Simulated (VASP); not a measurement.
AlNi, 2 atoms in the cell. It takes space group Pm-3m (No. 221, cubic). Conventional cell: a = 2.842 Å, b = 2.842 Å, c = 2.842 Å, α = 90.00°, β = 90.00°, γ = 90.00°. Within 3.2 Å of Al (site symmetry m-3m) lie 8 Ni at 2.46 Å and 6 Al at 2.84 Å. Within 3.2 Å of Ni (site symmetry m-3m) lie 8 Al at 2.46 Å and 6 Ni at 2.84 Å. 

```yaml
Program: VASP 6.6.1
Task: electric field gradients
Functional: PBE
Potentials_or_basis: VASP PAW PBE potentials, release 64 (Al, Ni)
Cutoff: 520 eV
k_mesh: 14 × 14 × 14
Occupations: fermi-dirac, width 0.03 eV
Spin: collinear spin, ferromagnetic start
Starting_moments: "[0.0, 1.5] μB"
Dipole_correction: no
Further_INCAR_settings: ALGO = Normal; EDIFF = 1e-08; NBANDS = 18
```

Potentials or basis: VASP PAW PBE potentials, release 64 (Al, Ni).

Command:

```console
$ cat potpaw_PBE.64/Al/POTCAR potpaw_PBE.64/Ni/POTCAR > POTCAR
$ mpirun -np 1 vasp_std > vasp.out
```

Hardware: 1 thread of AMD EPYC 7R13, with other jobs on the host.

Task: How long does it take, and how much memory?

Result: Run time: 2.6 min on 1 thread of AMD EPYC 7R13, with other jobs on the host, peak memory 0.18 GiB. Counts: scf iterations 17, k points 120.
